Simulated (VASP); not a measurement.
Runs of VASP 6.6.1 on KCl. The structure is that of space group Fm-3m (No. 225), or close to it. The cells are those of the table. 

| level | cell | smearing | gap on the mesh (eV) | pressure (GPa) |
| --- | --- | --- | --- | --- |
| r2SCAN | a = 4.422, b = 4.422, c = 4.397 Å, angles 60.2, 60.2, 59.6°, 2 atoms | gaussian 0.01 eV | 5.91 | 0.5 |
| r2SCAN | a = 4.434 Å, angles 60.0°, 2 atoms | gaussian 0.01 eV | 5.87 | 0.2 |
| PBE | a = 4.434 Å, angles 60.0°, 2 atoms | fermi-dirac 0.02 eV | (c) | (a) |
| PBE | a = 4.422, b = 4.422, c = 4.397 Å, angles 60.2, 60.2, 59.6°, 2 atoms | fermi-dirac 0.02 eV | (b) | 1.3 |

Alike in all rows: task single point; potentials or basis VASP PAW PBE potentials, release 64 (K_sv, Cl); no spin polarisation; k mesh 8 × 8 × 8; cutoff (eV) 520.

Task: Estimate the missing entries.

Result: (a) 1.0; (b) 5.27; (c) 5.22.

Caveats: the PAW data sets were made with another functional, which shifts forces and pressure a little (some runs).

A k mesh can miss the band edges.
